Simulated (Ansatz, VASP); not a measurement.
## Two plane-wave programs on C

```
C
1.0
     1.22805   -2.12706    0.00000
     1.22805    2.12706    0.00000
     0.00000    0.00000    7.17327
C
4
Direct
  0.08338 0.91662 0.75314
  0.58338 0.41662 0.24686
  0.91662 0.08338 0.24686
  0.41662 0.58338 0.75314
```

Alike in both runs: task single point; functional r2SCAN; k mesh 6 × 6 × 1; occupations gaussian, width 0.1 eV; no spin polarisation.

```csv
,VASP,Ansatz
version,VASP 6.6.1,Ansatz 0.2.0
potentials or method,"VASP PAW PBE potentials, release 64 (C), cutoff 520 eV","scalar-relativistic, plane waves, PAW"
valence electrons in the cell,16,16
```

```csv
,VASP,Ansatz,Ansatz less VASP
gap on the k mesh at the Fermi level (eV),0.32,0.32,0.000
least direct gap on the mesh (eV),0.32,0.32,0.000
pressure (GPa),1.1,0.5,-0.63
"traceless stress, the component that is largest in VASP (GPa)",0.77,0.40,-0.368
rms of the force components (eV/Å),0.020,0.020,-0.0001
```

VASP's potentials were made for PBE, not for r2SCAN. Atom by atom the forces differ by 0.000 eV/Å (rms over components).

The k mesh is coarse, so the values compare programs but aren't converged.
